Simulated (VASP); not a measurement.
# SnSe2 (Cm) in VASP: a series of runs

The runs below take SnSe2 through single point, with PBEsol.

Program: VASP 6.6.1. These are calculated values, not measurements. Logs are shortened: lines on timing, memory, paths and dates and some standing lists are left out, and cuts for length are marked.

## (1) The cell of the first run

Symmetry: Cm, No. 8, monoclinic system. Conventional cell: a = 6.601 Å, b = 3.811 Å, c = 6.137 Å, α = 90.00°, β = 90.00°, γ = 90.00°. Sn (site symmetry m) has 6 Se at 2.42 to 2.94 Å within 3.2 Å. Se (site symmetry m) has 3 Sn at 2.42 to 2.70 Å within 3.2 Å. Within 3.6 Å of Se (site symmetry m) lie 3 Sn at 2.69 to 2.94 Å.

## (2) Single point, PBEsol

File INCAR:

```
SYSTEM = SnSe2
PREC = Accurate
ENCUT = 520
EDIFF = 1E-7
ISMEAR = 0
SIGMA = 0.05
LREAL = .False.
LASPH = .True.
NELM = 100
ALGO = Normal
ISIF = 2
LWAVE = .False.
LCHARG = .False.
GGA = PS
NBANDS = 20
```

File KPOINTS:

```
regular mesh
0
Gamma
  12 12 6
  0 0 0
```

File POSCAR:

```
SnSe2
1.0
    3.8109987816      0.0000000000      0.0000000000
   -1.9054993908      3.3004217586      0.0000000000
    0.0000000000      0.0000000000      6.1370000000
Sn Se
1 2
Direct
    0.0000000000      0.0000000000      0.0000000000
    0.3007130435      0.6014260869      0.2255347826
    0.6340463768      0.2680927536      0.7255347826
```

Potentials or basis: VASP PAW PBE potentials, release 64 (Sn_d, Se).

On the command line:

```console
> cat potpaw_PBE.64/Sn_d/POTCAR potpaw_PBE.64/Se/POTCAR > POTCAR
> mpirun -np 1 vasp_std > vasp.out
```

OUTCAR:

```text
SYSTEM = SnSe2
   PREC = Accurate
   ENCUT = 520
   EDIFF = 1E-7
   ISMEAR = 0
   LREAL = .False.
   LASPH = .True.
   NELM = 100
   ISIF = 2
   GGA = PS

 ion  position               nearest neighbor table
   1  0.000  0.000  0.000-   2 2.42   3 2.69   3 2.69   2 2.70   2 2.70   3 2.94
   2  0.301  0.601  0.226-   1 2.42   1 2.70   1 2.70
   3  0.634  0.268  0.726-   1 2.69   1 2.69   1 2.94

  LATTYP: Found a hexagonal cell.
 ALAT       =     3.8109987816
 C/A-ratio  =     1.6103390087

  Lattice vectors:

 A1 = (   3.8109987816,   0.0000000000,   0.0000000000)
 A2 = (  -1.9054993908,   3.3004217586,   0.0000000000)
 A3 = (   0.0000000000,   0.0000000000,   6.1370000000)

Analysis of symmetry for initial positions (statically):
=====================================================================
 Subroutine PRICEL returns:
 Original cell was already a primitive cell.

 Routine SETGRP: Setting up the symmetry group for a
 hexagonal supercell.

 Subroutine GETGRP returns: Found  2 space group operations
 (whereof  2 operations were pure point group operations)
 out of a pool of 24 trial point group operations.

The static configuration has the point symmetry C_1h.

Analysis of symmetry for dynamics (positions and initial velocities):
=====================================================================
 Subroutine PRICEL returns:
 Original cell was already a primitive cell.

 Routine SETGRP: Setting up the symmetry group for a
 hexagonal supercell.

 Subroutine GETGRP returns: Found  2 space group operations
 (whereof  2 operations were pure point group operations)
 out of a pool of 24 trial point group operations.

The dynamic configuration has the point symmetry C_1h.

 Subroutine INISYM returns: Found  2 space group operations
 (whereof  2 operations are pure point group operations),
 and found     1 'primitive' translations

----------------------------------------------------------------------------------------

                                     Primitive cell

  volume of cell :      77.1906

  direct lattice vectors                    reciprocal lattice vectors
     3.810998782  0.000000000  0.000000000     0.262398405  0.151495789  0.000000000
    -1.905499391  3.300421759  0.000000000     0.000000000  0.302991579  0.000000000
     0.000000000  0.000000000  6.137000000     0.000000000  0.000000000  0.162946065

  length of vectors
     3.810998782  3.810998782  6.137000000     0.302991579  0.302991579  0.162946065

  position of ions in fractional coordinates (direct lattice)
     0.000000000  0.000000000  0.000000000
     0.300713043  0.601426087  0.225534783
     0.634046377  0.268092754  0.725534783

  ion indices of the primitive-cell ions
   primitive index   ion index
                 1           1
                 2           2
                 3           3

----------------------------------------------------------------------------------------

 KPOINTS: regular mesh

Automatic generation of k-mesh.
 Grid dimensions read from file:
 generate k-points for:   12   12    6

 Generating k-lattice:

  Cartesian coordinates                     Fractional coordinates (reciprocal lattice)
     0.021866534  0.012624649  0.000000000     0.083333333 -0.000000000  0.000000000
     0.000000000  0.025249298  0.000000000     0.000000000  0.083333333  0.000000000
     0.000000000  0.000000000  0.027157677     0.000000000  0.000000000  0.166666667

  Length of vectors
     0.025249298  0.025249298  0.027157677

  Shift w.r.t. Gamma in fractional coordinates (k-lattice)
     0.000000000  0.000000000  0.000000000

 Subroutine IBZKPT returns following result:
 ===========================================

 Found    242 irreducible k-points:

 Following reciprocal coordinates:
            Coordinates               Weight
  0.000000  0.000000  0.000000      1.000000
  0.083333  0.000000  0.000000      4.000000
  0.000000  0.083333  0.000000      2.000000
  0.166667  0.000000  0.000000      4.000000
  0.000000  0.166667  0.000000      2.000000
  0.250000 -0.000000  0.000000      4.000000
[... 16 lines left out ...]
 -0.083333  0.416667  0.000000      4.000000
 -0.416667  0.333333  0.000000      4.000000
 [... further k-points ...]
   k-points           NKPTS =    242   k-points in BZ     NKDIM =    242   number of bands    NBANDS=     20
   number of dos      NEDOS =    301   number of ions     NIONS =      3
   total plane-waves  NPLWV =  37632
   dimension x,y,z NGX =    28 NGY =   28 NGZ =   48
   dimension x,y,z NGXF=    56 NGYF=   56 NGZF=   96
   ions per type =               1   2
   NGX,Y,Z   is equivalent  to a cutoff of  12.21, 12.21, 13.00 a.u.
   NGXF,Y,Z  is equivalent  to a cutoff of  24.43, 24.43, 26.01 a.u.
 SYSTEM =  SnSe2
   PREC   = accura    normal or accurate (medium, high low for compatibility)
   ISTART =      0    job   : 0-new  1-cont  2-samecut
   ICHARG =      2    charge: 1-file 2-atom 10-const
   ISPIN  =      1    spin polarized calculation?
   LNONCOLLINEAR =      F non collinear calculations
   LSORBIT =      F    spin-orbit coupling
   LASPH  =      T    aspherical Exc in radial PAW
   ENCUT  =  520.0 eV  38.22 Ry    6.18 a.u.   7.09  7.09 11.41*2*pi/ulx,y,z
   NELM   =    100;   NELMIN=  2; NELMDL= -5     # of ELM steps
   EDIFF  = 0.1E-06   stopping-criterion for ELM
   LREAL  =      F    real-space projection
   EDIFFG = 0.1E-05   stopping-criterion for IOM
   NSW    =      0    number of steps for IOM
   IBRION =     -1    ionic relax: 0-MD 1-quasi-New 2-CG
   NFREE  =      0    steps in history (QN), initial steepest desc. (CG)
   ISIF   =      2    stress and relaxation
   ISYM   =      2    0-nonsym 1-usesym 2-fastsym
   POTIM  = 0.5000    time-step for ionic-motion
   TEBEG  =    0.0;   TEEND  =   0.0 temperature during run
   PSTRESS=    0.0 pullay stress
   NELECT =      26.0000    total number of electrons
   NUPDOWN=      -1.0000    fix difference up-down
   EMIN   =  10.00;   EMAX   =-10.00  energy-range for DOS
   EFERMI =   0.00;   METHOD = LEGACY
   ISMEAR =     0;   SIGMA  =   0.05  broadening in eV -4-tet -1-fermi 0-gaus
   EFERMI_NEDOS =   21; number of points for ismear=-14 and -15
   IALGO  =     38    algorithm
   IMIX   =      4    mixing-type and parameters
     AMIX     =   0.40;   BMIX     =  1.00
     AMIX_MAG =   1.60;   BMIX_MAG =  1.00
  volume/ion in A,a.u.               =      25.73       173.64
  Fermi-wavevector in a.u.,A,eV,Ry     =   1.139054  2.152501 17.652812  1.297445
  Thomas-Fermi vector in A             =   2.275758
   LORBIT       =      0    0 simple, 1 ext, 2 COOP (PROOUT), +10 PAW based schemes
   GGA     = PS    functional components
   LHFCALC =     F    Hartree Fock is set to
   AEXX    =    0.0000 exact exchange contribution
   IVDW    =     0    specifies the selected vdW correction
   LEPSILON=     F    determine dielectric tensor
   LRPA    =     F    only Hartree local field effects (RPA)
 non-spin polarized calculation
 Gauss-broadening in eV      SIGMA  =   0.05
  energy-cutoff  :      520.00
  volume of cell :       77.19
 maximum number of plane-waves:      2109
   NGX = 15   NGY = 15   NGZ = 23

 number of electron      26.0000004 magnetization

 Free energy of the ion-electron system (eV)
  ---------------------------------------------------
  ext. energy  EPLUGINS =         0.00000000
  ---------------------------------------------------
  free energy    TOTEN  =       -12.59558770 eV

  energy without entropy =      -12.59558716  energy(sigma->0) =      -12.59558743

 E-fermi :   4.5354     XC(G=0):  -9.6389

 val. band max:        4.4197366255   @ k =   0.0000   0.0000   0.5000
 cond. band min:       4.6615546801   @ k =  -0.4167   0.0000   0.3333
 fundamental gap:      0.2418180547
 Fermi energy:         4.5353582778

 k-point     1 :       0.0000    0.0000    0.0000
  band No.  band energies     occupation
      1     -17.2410      2.00000
      2     -17.1872      2.00000
      3     -17.1551      2.00000
      4     -17.1367      2.00000
      5     -17.1364      2.00000
      6     -10.2121      2.00000
[... 12 lines left out ...]
     19      12.8273      0.00000
     20      13.1280      0.00000

 k-point     2 :       0.0833    0.0000    0.0000
  band No.  band energies     occupation
      1     -17.2415      2.00000
      2     -17.1879      2.00000
      3     -17.1537      2.00000
      4     -17.1382      2.00000
      5     -17.1352      2.00000
      6     -10.1428      2.00000
[... 12 lines left out ...]
     19      12.3647      0.00000
     20      13.0196      0.00000

 k-point     3 :       0.0000    0.0833    0.0000
  band No.  band energies     occupation
      1     -17.2452      2.00000
      2     -17.1839      2.00000
      3     -17.1530      2.00000
      4     -17.1379      2.00000
      5     -17.1365      2.00000
      6     -10.1395      2.00000
[... 12 lines left out ...]
     19      12.4708      0.00000
     20      13.1653      0.00000

 k-point     4 :       0.1667    0.0000    0.0000
  band No.  band energies     occupation
      1     -17.2447      2.00000
      2     -17.1894      2.00000
      3     -17.1514      2.00000
      4     -17.1411      2.00000
      5     -17.1304      2.00000
      6      -9.9400      2.00000
[... 12 lines left out ...]
     19      12.3255      0.00000
     20      13.0460      0.00000

 k-point     5 :       0.0000    0.1667    0.0000
  band No.  band energies     occupation
      1     -17.2571      2.00000
      2     -17.1754      2.00000
      3     -17.1481      2.00000
      4     -17.1402      2.00000
      5     -17.1364      2.00000
      6      -9.9261      2.00000
[... 12 lines left out ...]
     19      12.3403      0.00000
     20      13.2007      0.00000
[... 353 lines left out ...]
      6      -9.3963      2.00000
[... 12 lines left out ...]
     19      11.9440      0.00000
     20      13.7761      0.00000

 k-point    22 :       0.3333    0.0833    0.0000
  band No.  band energies     occupation
      1     -17.2726      2.00000
      2     -17.1888      2.00000
      3     -17.1605      2.00000
      4     -17.1220      2.00000
      5     -17.1146      2.00000
      6      -8.9884      2.00000
[... 12 lines left out ...]
     19      12.7571      0.00000
     20      13.9782      0.00000

 k-point    23 :      -0.0833    0.4167    0.0000
  band No.  band energies     occupation
      1     -17.2958      2.00000
      2     -17.1628      2.00000
      3     -17.1528      2.00000
      4     -17.1276      2.00000
      5     -17.1197      2.00000
      6      -8.9159      2.00000
[... 12 lines left out ...]
     19      12.6809      0.00000
     20      14.0356      0.00000

 k-point    24 :      -0.4167    0.3333    0.0000
  band No.  band energies     occupation
      1     -17.2635      2.00000
      2     -17.1966      2.00000
      3     -17.1613      2.00000
      4     -17.1301      2.00000
      5     -17.1071      2.00000
      6      -9.0077      2.00000
[... 12 lines left out ...]
     19      12.6933      0.00000
     20      13.9994      0.00000

 [... further k-points ...]

------------------------ aborting loop because EDIFF is reached ----------------------------------------

  FORCE on cell =-STRESS in cart. coord.  units (eV):
  Direction    XX          YY          ZZ          XY          YZ          ZX
  --------------------------------------------------------------------------------------
  -------------------------------------------------------------------------------------
  Total        0.6630396      3.1006720      2.3249052      0.0000000      1.6995520      0.0000000
  in kB       13.7621304     64.3579252     48.2560152      0.0000000     35.2761074      0.0000000
  external PRESSURE =      42.1253569 kB  Pullay stress =       0.0000000 kB

 VOLUME and BASIS-vectors are now :
 -----------------------------------------------------------------------------
  energy-cutoff  :      520.00
  volume of cell :       77.19
      direct lattice vectors                 reciprocal lattice vectors
     3.810998782  0.000000000  0.000000000     0.262398405  0.151495789  0.000000000
    -1.905499391  3.300421759  0.000000000     0.000000000  0.302991579  0.000000000
     0.000000000  0.000000000  6.137000000     0.000000000  0.000000000  0.162946065

 POSITION                                       TOTAL-FORCE (eV/Angst)
 -----------------------------------------------------------------------------------
      0.00000      0.00000      0.00000         0.000000     -1.754099     -2.637254
      0.00000      1.98496      1.38411         0.000000      1.506919      2.239957
      1.90550      0.88482      4.45261         0.000000      0.247181      0.397297
 -----------------------------------------------------------------------------------
    total drift:                                0.000000     -0.000224     -0.000024

  FREE ENERGIE OF THE ION-ELECTRON SYSTEM (eV)
  ---------------------------------------------------
  free  energy   TOTEN  =       -12.5955877028 eV

  energy  without entropy=      -12.5955871641  energy(sigma->0) =      -12.59558743
```

Run time: 3.4 min. Hardware: 1 thread of AMD EPYC 9R45 (Zen 5), shared host; peak memory 0.42 GiB.

What came out:

- Free energy: -12.5956 eV
- Pressure: 4.2 GPa
- Largest force: 3.167 eV/Å
- Band gap on the k mesh: 0.24 eV (least direct gap 0.49 eV)

Forces in eV/Å, atoms in the order of the input:
```
Sn   0.000 -1.754 -2.637
Se   0.000  1.507  2.240
Se   0.000  0.247  0.397
```

Stress tensor (GPa, compression positive):
```
1.38 0.00 0.00
0.00 6.44 3.53
0.00 3.53 4.83
```

Caveat: the cell differs from its parent crystal (all Se atoms moved +0.263 Å, as atom 2 towards its neighbour atom 1 (Sn) at 2.682 Å); the cell stands under pressure; the PAW data sets were made with another functional, which shifts forces and pressure a little; spin-orbit coupling is left out, which moves the levels of the heavy elements; this functional lacks dispersion, which binds the layers, so the pressure and a relaxed spacing across them are unreliable.

## (3) Single point, PBEsol

File INCAR:

```
SYSTEM = SnSe2
ALGO = Normal ; EDIFF = 1E-7
ENCUT = 520 ; GGA = PS
ISIF = 2 ; ISMEAR = 0
LASPH = .True. ; LCHARG = .False.
LREAL = .False. ; LWAVE = .False.
NBANDS = 20 ; NELM = 60
PREC = Accurate ; SIGMA = 0.05
```

File KPOINTS:

```
k-points
0
Gamma
  12 12 6
  0 0 0
```

File POSCAR:

```
SnSe2
1.0
    3.8109987816      0.0000000000      0.0000000000
   -1.9054993908      3.3004217586      0.0000000000
    0.0000000000      0.0000000000      6.1370000000
Sn Se
1 2
Direct
    0.0000000000      0.0000000000      0.0000000000
    0.3100331263      0.6200662526      0.2325248447
    0.6433664596      0.2867329192      0.7325248447
```

Potentials or basis: VASP PAW PBE potentials, release 64 (Sn_d, Se).

On the command line:

```console
> cat potpaw_PBE.64/Sn_d/POTCAR potpaw_PBE.64/Se/POTCAR > POTCAR
> mpirun -np 1 vasp_std > vasp.out
```

Wall time 2.9 min (1 thread of AMD EPYC 9R45 (Zen 5), shared host); peak memory 0.43 GiB.

The run converged. Its results:

```
Free energy            : -12.7778 eV
Pressure               : 3.3 GPa
Largest force          : 2.118 eV/Å
Band gap on the k mesh : 0.47 eV (least direct gap 0.76 eV)
```

Forces on the atoms (eV/Å):
```
Sn   0.000 -1.116 -1.800
Se   0.000  0.872  1.638
Se   0.000  0.244  0.163
```

Stress tensor (GPa, compression positive):
```
1.57 0.00 0.00
0.00 4.12 1.78
0.00 1.78 4.14
```

Levels at points of the mesh, in eV from the valence-band top:
```tsv
k point	band 9	band 10	band 11	band 12	band 13	band 14	band 15	band 16	band 17	band 18
(0.00, 0.00, 0.00)	-1.41	-0.92	-0.49	-0.20	-0.03	0.73	2.73	4.30	4.53	7.80
(0.50, 0.00, 0.00)	-4.67	-3.13	-2.93	-1.40	-0.38	0.84	3.45	5.09	5.51	7.01
(0.00, 0.50, 0.00)	-4.52	-3.15	-2.92	-1.42	-0.42	0.95	3.51	5.15	5.24	7.14
(0.00, 0.00, 0.50)	-2.28	-1.40	-0.98	-0.37	0.00	1.93	2.88	4.03	4.30	7.84
(0.50, 0.00, 0.50)	-5.13	-2.81	-2.18	-1.05	-0.74	0.61	3.88	4.51	5.51	6.40
(0.00, 0.50, 0.50)	-4.99	-2.76	-2.21	-1.02	-0.81	0.63	3.96	4.67	5.58	6.12
```

Caveat: the cell differs from its parent crystal (all Se atoms moved +0.188 Å, as atom 2 towards its neighbour atom 1 (Sn) at 2.682 Å); the cell stands under pressure; the PAW data sets were made with another functional, which shifts forces and pressure a little; spin-orbit coupling is left out, which moves the levels of the heavy elements; this functional lacks dispersion, which binds the layers, so the pressure and a relaxed spacing across them are unreliable. A k mesh can miss the band edges.
